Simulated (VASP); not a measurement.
# K (P6/mmm) in VASP: further runs

Runs on K. Level: PBE. Tasks: relaxation of shape and atoms at fixed volume, single point.

All numbers are computed with VASP 6.6.1; they aren't measurements. Logs are shortened: lines on timing, memory, paths and dates and some standing lists are left out, and cuts for length are marked.

### Step 1. The cell of the first run

The structure is hexagonal, space group P6/mmm (No. 191). The conventional cell has a = 6.555 Å, b = 6.555 Å, c = 3.895 Å, α = 90.00°, β = 90.00°, γ = 120.00°. Within 5.1 Å of K (site symmetry 6/mmm) lie 14 K at 3.90 to 4.26 Å. K (site symmetry -6m2) has 11 K at 3.78 to 4.26 Å within 5.0 Å.

This isn't the form of K at room conditions, which is bcc.

### Step 2. Relaxation of shape and atoms at fixed volume, PBE

INCAR reads:

```
SYSTEM = K
PREC = Accurate ; ENCUT = 600
EDIFF = 1E-6 ; ISMEAR = -1
SIGMA = 0.1 ; LREAL = .False.
LASPH = .True. ; NELM = 60
ALGO = Normal ; ISIF = 4
LWAVE = .False. ; LCHARG = .False.
GGA = PE ; IBRION = 2
NSW = 50 ; EDIFFG = -0.005
```

KPOINTS reads:

```
regular mesh
0
Gamma
  5 5 7
  0 0 0
```

POSCAR reads:

```
K
1.0
    6.5554477660      0.0000000000      0.0000000000
   -3.2777238830      5.6771842985      0.0000000000
    0.0000000000      0.0000000000      3.8954652531
K
3
Direct
    0.0000000000      0.0000000000      0.0000000000
    0.3333333333      0.6666666667      0.5000000000
    0.6666666667      0.3333333333      0.5000000000
```

Potentials or basis: VASP PAW PBE potentials, release 64 (K_sv).

Started as:

```console
$ cat potpaw_PBE.64/K_sv/POTCAR > POTCAR
$ mpirun -np 1 vasp_std > vasp.out
```

OUTCAR:

```text
SYSTEM = K
   PREC = Accurate
   ENCUT = 600
   EDIFF = 1E-6
   ISMEAR = -1
   LREAL = .False.
   LASPH = .True.
   NELM = 60
   ISIF = 4
   GGA = PE
   IBRION = 2
   NSW = 50
   EDIFFG = -0.005

 ion  position               nearest neighbor table
   1  0.000  0.000  0.000-
   2  0.333  0.667  0.500-   3 3.78   3 3.78   3 3.78
   3  0.667  0.333  0.500-   2 3.78   2 3.78   2 3.78

  LATTYP: Found a hexagonal cell.
 ALAT       =     6.5554477660
 C/A-ratio  =     0.5942332839

  Lattice vectors:

 A1 = (   6.5554477660,   0.0000000000,   0.0000000000)
 A2 = (  -3.2777238830,   5.6771842985,   0.0000000000)
 A3 = (   0.0000000000,   0.0000000000,   3.8954652531)

Analysis of symmetry for initial positions (statically):
=====================================================================
 Subroutine PRICEL returns:
 Original cell was already a primitive cell.

 Routine SETGRP: Setting up the symmetry group for a
 hexagonal supercell.

 Subroutine GETGRP returns: Found 24 space group operations
 (whereof 24 operations were pure point group operations)
 out of a pool of 24 trial point group operations.

The static configuration has the point symmetry D_6h.

Analysis of symmetry for dynamics (positions and initial velocities):
=====================================================================
 Subroutine PRICEL returns:
 Original cell was already a primitive cell.

 Routine SETGRP: Setting up the symmetry group for a
 hexagonal supercell.

 Subroutine GETGRP returns: Found 24 space group operations
 (whereof 24 operations were pure point group operations)
 out of a pool of 24 trial point group operations.

The dynamic configuration has the point symmetry D_6h.

 Subroutine INISYM returns: Found 24 space group operations
 (whereof 24 operations are pure point group operations),
 and found     1 'primitive' translations

----------------------------------------------------------------------------------------

                                     Primitive cell

  volume of cell :     144.9755

  direct lattice vectors                    reciprocal lattice vectors
     6.555447766  0.000000000  0.000000000     0.152544881  0.088071828  0.000000000
    -3.277723883  5.677184299  0.000000000     0.000000000  0.176143656  0.000000000
     0.000000000  0.000000000  3.895465253     0.000000000  0.000000000  0.256708746

  length of vectors
     6.555447766  6.555447766  3.895465253     0.176143656  0.176143656  0.256708746

  position of ions in fractional coordinates (direct lattice)
     0.000000000  0.000000000  0.000000000
     0.333333333  0.666666667  0.500000000
     0.666666667  0.333333333  0.500000000

  ion indices of the primitive-cell ions
   primitive index   ion index
                 1           1
                 2           2
                 3           3

----------------------------------------------------------------------------------------

 KPOINTS: regular mesh

Automatic generation of k-mesh.
 Grid dimensions read from file:
 generate k-points for:    5    5    7

 Generating k-lattice:

  Cartesian coordinates                     Fractional coordinates (reciprocal lattice)
     0.030508976  0.017614366  0.000000000     0.200000000  0.000000000  0.000000000
     0.000000000  0.035228731  0.000000000     0.000000000  0.200000000  0.000000000
     0.000000000  0.000000000  0.036672678     0.000000000  0.000000000  0.142857143

  Length of vectors
     0.035228731  0.035228731  0.036672678

  Shift w.r.t. Gamma in fractional coordinates (k-lattice)
     0.000000000  0.000000000  0.000000000

 Subroutine IBZKPT returns following result:
 ===========================================

 Found     20 irreducible k-points:

 Following reciprocal coordinates:
            Coordinates               Weight
  0.000000  0.000000  0.000000      1.000000
  0.200000 -0.000000  0.000000      6.000000
  0.400000  0.000000  0.000000      6.000000
  0.200000  0.200000  0.000000      6.000000
  0.400000  0.200000  0.000000      6.000000
  0.000000  0.000000  0.142857      2.000000
[... 12 lines left out ...]
  0.200000  0.200000  0.428571     12.000000
  0.400000  0.200000  0.428571     12.000000
   k-points           NKPTS =     20   k-points in BZ     NKDIM =     20   number of bands    NBANDS=     17
   number of dos      NEDOS =    301   number of ions     NIONS =      3
   total plane-waves  NPLWV =  93312
   dimension x,y,z NGX =    54 NGY =   54 NGZ =   32
   dimension x,y,z NGXF=   108 NGYF=  108 NGZF=   64
   ions per type =               3
   NGX,Y,Z   is equivalent  to a cutoff of  13.69, 13.69, 13.66 a.u.
   NGXF,Y,Z  is equivalent  to a cutoff of  27.39, 27.39, 27.31 a.u.
 SYSTEM =  K
   PREC   = accura    normal or accurate (medium, high low for compatibility)
   ISTART =      0    job   : 0-new  1-cont  2-samecut
   ICHARG =      2    charge: 1-file 2-atom 10-const
   ISPIN  =      1    spin polarized calculation?
   LNONCOLLINEAR =      F non collinear calculations
   LSORBIT =      F    spin-orbit coupling
   LASPH  =      T    aspherical Exc in radial PAW
   ENCUT  =  600.0 eV  44.10 Ry    6.64 a.u.  13.09 13.09  7.78*2*pi/ulx,y,z
   NELM   =     60;   NELMIN=  2; NELMDL= -5     # of ELM steps
   EDIFF  = 0.1E-05   stopping-criterion for ELM
   LREAL  =      F    real-space projection
   EDIFFG = -.5E-02   stopping-criterion for IOM
   NSW    =     50    number of steps for IOM
   IBRION =      2    ionic relax: 0-MD 1-quasi-New 2-CG
   NFREE  =      1    steps in history (QN), initial steepest desc. (CG)
   ISIF   =      4    stress and relaxation
   ISYM   =      2    0-nonsym 1-usesym 2-fastsym
   POTIM  = 0.5000    time-step for ionic-motion
   TEBEG  =    0.0;   TEEND  =   0.0 temperature during run
   PSTRESS=    0.0 pullay stress
   NELECT =      27.0000    total number of electrons
   NUPDOWN=      -1.0000    fix difference up-down
   EMIN   =  10.00;   EMAX   =-10.00  energy-range for DOS
   EFERMI =   0.00;   METHOD = LEGACY
   ISMEAR =    -1;   SIGMA  =   0.10  broadening in eV -4-tet -1-fermi 0-gaus
   EFERMI_NEDOS =   21; number of points for ismear=-14 and -15
   IALGO  =     38    algorithm
   IMIX   =      4    mixing-type and parameters
     AMIX     =   0.40;   BMIX     =  1.00
     AMIX_MAG =   1.60;   BMIX_MAG =  1.00
  volume/ion in A,a.u.               =      48.33       326.11
  Fermi-wavevector in a.u.,A,eV,Ry     =   0.934899  1.766702 11.891974  0.874035
  Thomas-Fermi vector in A             =   2.061751
   LORBIT       =      0    0 simple, 1 ext, 2 COOP (PROOUT), +10 PAW based schemes
   GGA     = PE    functional components
   LHFCALC =     F    Hartree Fock is set to
   AEXX    =    0.0000 exact exchange contribution
   IVDW    =     0    specifies the selected vdW correction
   LEPSILON=     F    determine dielectric tensor
   LRPA    =     F    only Hartree local field effects (RPA)
 conjugate gradient relaxation of ions
 non-spin polarized calculation
  energy-cutoff  :      600.00
  volume of cell :      144.98
 maximum number of plane-waves:      4855
 NGX is ok and might be reduce to    54
   NGX = 27   NGY = 27   NGZ = 15

 number of electron      27.0000000 magnetization

 Free energy of the ion-electron system (eV)
  ---------------------------------------------------
  ext. energy  EPLUGINS =         0.00000000
  ---------------------------------------------------
  free energy    TOTEN  =        -2.57617734 eV

  energy without entropy =       -2.51523951  energy(sigma->0) =       -2.54570842

 E-fermi :   1.0417     XC(G=0):  -6.7793

 val. band max:        1.0176808246   @ k =   0.2000   0.2000   0.1429
 cond. band min:       1.2769019202   @ k =   0.4000   0.2000   0.4286
 fundamental gap:      0.2592210956
 Fermi energy:         1.0416643438

 k-point     1 :       0.0000    0.0000    0.0000
  band No.  band energies     occupation
      1     -31.0377      2.00000
      2     -31.0049      2.00000
      3     -30.8661      2.00000
      4     -14.6370      2.00000
      5     -14.6370      2.00000
      6     -14.4945      2.00000
[... 9 lines left out ...]
     16       2.3606      0.00000
     17       2.3693      0.00000

 k-point     2 :       0.2000   -0.0000    0.0000
  band No.  band energies     occupation
      1     -31.0348      2.00000
      2     -31.0076      2.00000
      3     -30.8663      2.00000
      4     -14.6534      2.00000
      5     -14.6337      2.00000
      6     -14.4790      2.00000
[... 9 lines left out ...]
     16       2.1207      0.00004
     17       2.7880      0.00000

 k-point     3 :       0.4000    0.0000    0.0000
  band No.  band energies     occupation
      1     -31.0282      2.00000
      2     -31.0139      2.00000
      3     -30.8667      2.00000
      4     -14.6743      2.00000
      5     -14.6061      2.00000
      6     -14.4973      2.00000
[... 9 lines left out ...]
     16       2.0299      0.00010
     17       3.4708      0.00000

 k-point     4 :       0.2000    0.2000    0.0000
  band No.  band energies     occupation
      1     -31.0299      2.00000
      2     -31.0123      2.00000
      3     -30.8666      2.00000
      4     -14.6635      2.00000
      5     -14.6215      2.00000
      6     -14.4926      2.00000
[... 9 lines left out ...]
     16       2.7438      0.00000
     17       2.7973      0.00000

 k-point     5 :       0.4000    0.2000    0.0000
  band No.  band energies     occupation
      1     -31.0243      2.00000
      2     -31.0177      2.00000
      3     -30.8668      2.00000
      4     -14.6680      2.00000
      5     -14.5908      2.00000
      6     -14.5369      2.00000
[... 9 lines left out ...]
     16       2.7202      0.00000
     17       3.5755      0.00000

 k-point     6 :       0.0000    0.0000    0.1429
  band No.  band energies     occupation
      1     -31.0347      2.00000
      2     -31.0022      2.00000
      3     -30.8634      2.00000
      4     -14.6313      2.00000
      5     -14.6313      2.00000
      6     -14.4843      2.00000
[... 9 lines left out ...]
     16       2.4001      0.00000
     17       2.4001      0.00000

 k-point     7 :       0.2000   -0.0000    0.1429
  band No.  band energies     occupation
      1     -31.0319      2.00000
      2     -31.0048      2.00000
      3     -30.8636      2.00000
      4     -14.6457      2.00000
      5     -14.6268      2.00000
      6     -14.4783      2.00000
[... 9 lines left out ...]
     16       2.1539      0.00003
     17       2.8414      0.00000

 k-point     8 :       0.4000    0.0000    0.1429
  band No.  band energies     occupation
      1     -31.0253      2.00000
      2     -31.0111      2.00000
      3     -30.8638      2.00000
      4     -14.6647      2.00000
      5     -14.6019      2.00000
      6     -14.4949      2.00000
[... 9 lines left out ...]
     16       2.0566      0.00008
     17       3.5275      0.00000
[... 123 lines left out ...]
      1     -31.0151      2.00000
      2     -31.0086      2.00000
      3     -30.8574      2.00000
      4     -14.6528      2.00000
      5     -14.5709      2.00000
      6     -14.5603      2.00000
[... 9 lines left out ...]
     16       2.8551      0.00000
     17       3.4456      0.00000

 k-point    16 :       0.0000    0.0000    0.4286
  band No.  band energies     occupation
      1     -31.0224      2.00000
      2     -30.9910      2.00000
      3     -30.8522      2.00000
      4     -14.6441      2.00000
      5     -14.6080      2.00000
      6     -14.6080      2.00000
[... 9 lines left out ...]
     16       2.4951      0.00000
     17       2.7641      0.00000

 k-point    17 :       0.2000   -0.0000    0.4286
  band No.  band energies     occupation
      1     -31.0198      2.00000
      2     -30.9937      2.00000
      3     -30.8522      2.00000
      4     -14.6431      2.00000
      5     -14.6146      2.00000
      6     -14.6003      2.00000
[... 9 lines left out ...]
     16       2.4202      0.00000
     17       2.7093      0.00000

 k-point    18 :       0.4000    0.0000    0.4286
  band No.  band energies     occupation
      1     -31.0137      2.00000
      2     -30.9998      2.00000
      3     -30.8522      2.00000
      4     -14.6381      2.00000
      5     -14.6242      2.00000
      6     -14.6022      2.00000
[... 9 lines left out ...]
     16       2.3477      0.00000
     17       2.5211      0.00000

 k-point    19 :       0.2000    0.2000    0.4286
  band No.  band energies     occupation
      1     -31.0152      2.00000
      2     -30.9983      2.00000
      3     -30.8522      2.00000
      4     -14.6405      2.00000
      5     -14.6355      2.00000
      6     -14.5989      2.00000
[... 9 lines left out ...]
     16       2.1603      0.00003
     17       2.6852      0.00000

 k-point    20 :       0.4000    0.2000    0.4286
  band No.  band energies     occupation
      1     -31.0100      2.00000
      2     -31.0035      2.00000
      3     -30.8522      2.00000
      4     -14.6521      2.00000
      5     -14.6304      2.00000
      6     -14.6108      2.00000
[... 9 lines left out ...]
     16       2.3910      0.00000
     17       2.4161      0.00000

------------------------ aborting loop because EDIFF is reached ----------------------------------------

  FORCE on cell =-STRESS in cart. coord.  units (eV):
  Direction    XX          YY          ZZ          XY          YZ          ZX
  --------------------------------------------------------------------------------------
  -------------------------------------------------------------------------------------
  Total        3.0376640      3.0376640      3.0302874      0.0000000     -0.0000000      0.0000000
  in kB       33.5703309     33.5703309     33.4888100      0.0000000     -0.0000000      0.0000000
  external PRESSURE =      33.5431573 kB  Pullay stress =       0.0000000 kB

 VOLUME and BASIS-vectors are now :
 -----------------------------------------------------------------------------
  energy-cutoff  :      600.00
  volume of cell :      144.98
      direct lattice vectors                 reciprocal lattice vectors
     6.555447766  0.000000000  0.000000000     0.152544881  0.088071828  0.000000000
    -3.277723883  5.677184299  0.000000000     0.000000000  0.176143656  0.000000000
     0.000000000  0.000000000  3.895465253     0.000000000  0.000000000  0.256708746

 POSITION                                       TOTAL-FORCE (eV/Angst)
 -----------------------------------------------------------------------------------
      0.00000      0.00000      0.00000         0.000000      0.000000      0.000000
     -0.00000      3.78479      1.94773         0.000000     -0.000000     -0.000000
      3.27772      1.89239      1.94773        -0.000000      0.000000      0.000000
 -----------------------------------------------------------------------------------
    total drift:                                0.000000      0.000000      0.000000

  FREE ENERGIE OF THE ION-ELECTRON SYSTEM (eV)
  ---------------------------------------------------
  free  energy   TOTEN  =        -2.5761773395 eV

  energy  without entropy=       -2.5152395064  energy(sigma->0) =       -2.54570842

 reached required accuracy - stopping structural energy minimisation
```

It took 28 s on 1 thread of Intel Xeon 6975P-C (Granite Rapids), shared host; peak memory 0.29 GiB.

Results:

| Item | Value |
| --- | --- |
| Free energy | -2.5762 eV |
| Pressure after relaxing | 3.4 GPa |
| Band gap on the k mesh | zero (an odd number of electrons rules out a gap without spin polarisation) |

Final structure:
```cif
data_structure
_symmetry_space_group_name_H-M 'P 1'
_symmetry_Int_Tables_number 1
_cell_length_a 6.5554
_cell_length_b 6.5554
_cell_length_c 3.8955
_cell_angle_alpha 90.000
_cell_angle_beta 90.000
_cell_angle_gamma 120.000
_cell_volume 144.98
loop_
_atom_site_label
_atom_site_type_symbol
_atom_site_fract_x
_atom_site_fract_y
_atom_site_fract_z
_atom_site_occupancy
K1 K 0.00000 0.00000 0.00000 1
K2 K 0.33333 0.66667 0.50000 1
K3 K 0.66667 0.33333 0.50000 1
```

Levels at points of the mesh, in eV from the Fermi level:
| k point | band 11 | band 12 | band 13 | band 14 | band 15 | band 16 |
| --- | --- | --- | --- | --- | --- | --- |
| (0.00, 0.00, 0.00) | -15.37 | -15.33 | -2.78 | 1.30 | 1.30 | 1.32 |

### Step 3. Single point, PBE

This run uses another cell than the first one, of 40.89 Å³/atom.

INCAR reads:

```
PREC = Accurate
ENCUT = 520
EDIFF = 1E-7
ISMEAR = -1
SIGMA = 0.1
LREAL = F
LASPH = T
NELM = 100
ALGO = Normal
ISIF = 2
LWAVE = F
LCHARG = F
GGA = PE
ISYM = 0
NBANDS = 20
```

KPOINTS reads:

```
Automatic mesh
0
Gamma
  5 5 7
```

POSCAR reads:

```
K
1.0
    6.2003871216      0.0000000000      0.0000000000
   -3.1001935608      5.3696927606      0.0000000000
    0.0000000000      0.0000000000      3.6844764004
K
3
Direct
    0.0000000000      0.0000000000      0.0000000000
    0.3333333333      0.6666666667      0.5000000000
    0.6666666667      0.3333333333      0.5000000000
```

Potentials or basis: VASP PAW PBE potentials, release 64 (K_sv).

Started as:

```console
$ cat potpaw_PBE.64/K_sv/POTCAR > POTCAR
$ mpirun -np 1 vasp_std > vasp.out
```

It took 83 s on 1 thread of Intel Xeon 6975P-C (Granite Rapids), shared host; peak memory 0.33 GiB.

The run converged. Its results:

```
Free energy            : -1.9229 eV
Pressure               : 6.3 GPa
Band gap on the k mesh : zero (an odd number of electrons rules out a gap without spin polarisation)
```

Levels at points of the mesh, in eV from the Fermi level:
| k point | band 9 | band 10 | band 11 | band 12 | band 13 | band 14 | band 15 | band 16 | band 17 | band 18 |
| --- | --- | --- | --- | --- | --- | --- | --- | --- | --- | --- |
| (0.00, 0.00, 0.00) | -15.42 | -15.38 | -15.38 | -15.32 | -3.06 | 1.36 | 1.36 | 1.38 | 1.38 | 1.42 |

Caveat: the cell stands under pressure.

The gap in the log of VASP goes by the Fermi energy; the results here count the filled bands.